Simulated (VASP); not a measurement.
Input of a VASP 6.6.1 run:

The input INCAR:

```
PREC = Accurate
ENCUT = 520
EDIFF = 1E-6
ISMEAR = -1
SIGMA = 0.05
LREAL = False
LASPH = True
NELM = 80
ALGO = Normal
ISIF = 2
LWAVE = False
LCHARG = True
GGA = PE
LELF = True
LVHAR = True
NBANDS = 13
```

File KPOINTS:

```
Automatic mesh
0
Gamma
  10 10 10
```

File POSCAR:

```
Ge
1.0
    2.6922783781      0.0000000000      0.0000000000
    0.0000000000      2.6922783781      0.0000000000
    0.0000000000      0.0000000000      2.6922783781
Ge
1
Direct
    0.0000000000      0.0000000000      0.0000000000
```

Potentials or basis: VASP PAW PBE potentials, release 64 (Ge_d).

Run with:

```sh
$ cat potpaw_PBE.64/Ge_d/POTCAR > POTCAR
$ mpirun -np 1 vasp_std > vasp.out
```

(1) Predict the pressure.

(2) Predict the band gap on the k mesh.

Answers

(1) 0.8 GPa.

(2) zero (band 7 reaches 12.82 eV, above the bottom of band 8 at 3.54 eV).
